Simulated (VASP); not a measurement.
A run of VASP 6.6.1 is set up as follows.

Contents of INCAR:

```
PREC = Accurate
ENCUT = 520
EDIFF = 1E-7
ISMEAR = 0
SIGMA = 0.05
LREAL = Auto
LASPH = T
NELM = 60
ALGO = Normal
ISIF = 2
LWAVE = F
LCHARG = T
GGA = PS
LELF = T
LVHAR = T
NBANDS = 43
```

File KPOINTS:

```
Automatic mesh
0
Gamma
  6 6 6
```

File POSCAR:

```
C
1.0
    0.0000000000      3.5537981836     -3.5537981836
   -3.5537981836      0.0000000000     -3.5537981836
   -3.5537981836      3.5537981836      0.0000000000
C
15
Direct
    0.2500000000      0.7500000000      0.2500000000
    0.7500000000      0.2500000000      0.2500000000
    0.2500000000      0.2500000000      0.2500000000
    0.7500000000      0.7500000000      0.7500000000
    0.2500000000      0.7500000000      0.7500000000
    0.7500000000      0.2500000000      0.7500000000
    0.2500000000      0.2500000000      0.7500000000
    0.8750000000      0.3750000000      0.3750000000
    0.3750000000      0.3750000000      0.3750000000
    0.8906250000      0.8906250000      0.3906250000
    0.3750000000      0.8750000000      0.3750000000
    0.8750000000      0.3750000000      0.8750000000
    0.3750000000      0.3750000000      0.8750000000
    0.8750000000      0.8750000000      0.8750000000
    0.3750000000      0.8750000000      0.8750000000
```

Potentials or basis: VASP PAW PBE potentials, release 64 (C).

Command:

```sh
$ cat potpaw_PBE.64/C/POTCAR > POTCAR
$ mpirun -np 1 vasp_std > vasp.out
```

Predict the pressure.

-3.1 GPa.

Estimate the band gap on the k mesh.

zero (bands 30 and 31 overlap by 1.90 eV).

What does it give for the largest force?

2.152 eV/Å.

Forces in eV/Å, atoms in the order of the input:
```
C    0.591  0.583 -0.583
C   -0.583 -0.591 -0.583
C    0.043 -0.043 -0.648
C   -0.583  0.583  0.591
C    0.043  0.648  0.043
C   -0.648 -0.043  0.043
C    0.003 -0.003  0.003
C    1.194  1.333  1.194
C   -0.045  0.045  0.249
C   -0.086  0.086 -0.086
C   -1.333 -1.194  1.194
C    0.249  0.045 -0.045
C    0.005 -0.005  0.005
C    1.194 -1.194 -1.333
C   -0.045 -0.249 -0.045
```

Caveat: the cell differs from its parent crystal (atoms taken out, atom 10 moved -0.125 of the way to it and +0.000 Å across, host rigid); the PAW data sets were made with another functional, which shifts forces and pressure a little.
